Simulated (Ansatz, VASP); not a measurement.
Two plane-wave programs on CuO

```
CELL_PARAMETERS angstrom
2.94541 -0.00931 -0.00248
0.03066 2.94549 -0.00246
0.01338 0.01322 5.15667
ATOMIC_POSITIONS crystal
Cu 0.50000 0.00000 0.50000
Cu 0.00000 0.50000 0.00000
O 0.00073 0.99924 0.25000
O 0.99927 0.00076 0.75000
```

Alike in both runs: functional PBE; k mesh 6 × 6 × 4; occupations gaussian, width 0.1 eV; no spin polarisation.

Ansatz relaxed the structure, and its values are those at the end. VASP's run is a single point on that final structure, the one shown.

|  | VASP | Ansatz |
| --- | --- | --- |
| version | VASP 6.6.1 | Ansatz 0.2.0 |
| potentials or method | VASP PAW PBE potentials, release 64 (Cu, O), cutoff 520 eV | scalar-relativistic, plane waves, PAW |
| valence electrons in the cell | 34 | 50 |

Ansatz gave:

| Quantity | Value |
| --- | --- |
| gap on the k mesh at the Fermi level (eV) | none |
| pressure (GPa) | 0.0 |

Question: Which values does VASP return?

Answer: gap on the k mesh at the Fermi level (eV): none; pressure (GPa): 0.7.

A gap of «none» marks a metal or a gap that the smearing closes. VASP's potentials hold 34 valence electrons a cell and Ansatz's 50, so a difference there can come from the potentials and not from the codes.
